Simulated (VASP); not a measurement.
# AlRu: vibrations by perturbation theory with PBE

Crystal: AlRu.

```
CELL_PARAMETERS angstrom
3.00601 0.00000 0.00000
0.00000 3.00601 0.00000
0.00000 0.00000 3.00601
ATOMIC_POSITIONS crystal
Al 0.00000 0.00000 0.00000
Ru 0.50000 0.50000 0.50000
```

```yaml
Program: VASP 6.6.1
Task: vibrations by perturbation theory
Functional: PBE
Potentials_or_basis: VASP PAW PBE potentials, release 64 (Al, Ru_pv)
Cutoff: 520 eV
k_mesh: 20 × 20 × 20
Occupations: fermi-dirac, width 0.15 eV
Spin: no spin polarisation
Dipole_correction: no
Further_INCAR_settings: ALGO = Normal; EDIFF = 1e-08; IBRION = 8; NSW = 1
```

- Highest phonon frequency at Γ: 307 cm⁻¹

Phonon frequencies in cm⁻¹ (negative: imaginary):
| q point | frequencies |
| --- | --- |
| (0.000, 0.000, 0.000) | 0 0 0 307 307 307 |

Run time: 8.8 min on 1 thread of Intel(R) Xeon(R) Platinum 8488C (Sapphire Rapids), on a shared host, peak memory 0.58 GiB.
